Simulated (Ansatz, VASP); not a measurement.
PtSe2: VASP beside Ansatz

```
CELL_PARAMETERS angstrom
3.70687 0.00000 0.00000
-1.85343 3.21024 0.00000
0.00000 0.00000 31.12162
ATOMIC_POSITIONS crystal
Se 0.66667 0.33333 0.45743
Se 0.33333 0.66667 0.54257
Pt 0.00000 0.00000 0.50000
```

Alike in both runs: functional PBE; dispersion D3(BJ); k mesh 12 × 12 × 1; occupations gaussian, width 0.02 eV; no spin polarisation.

Ansatz relaxed the structure, and its values are those at the end. VASP's run is a single point on that final structure, the one shown.

|  | VASP | Ansatz |
| --- | --- | --- |
| version | VASP 6.6.1 | Ansatz 0.2.0 |
| potentials or method | VASP PAW PBE potentials, release 64 (Se, Pt), cutoff 520 eV | scalar-relativistic, plane waves, PAW |
| valence electrons in the cell | 22 | 50 |

|  | VASP | Ansatz | Ansatz less VASP |
| --- | --- | --- | --- |
| gap on the k mesh at the Fermi level (eV) | 1.37 | 1.38 | +0.011 |
| least direct gap on the mesh (eV) | 1.66 | 1.67 | +0.008 |

VASP's potentials hold 22 valence electrons a cell and Ansatz's 50, so a difference there can come from the potentials and not from the codes. Ansatz's warnings: xc potential rough in thin density.

Spin-orbit coupling is off throughout.
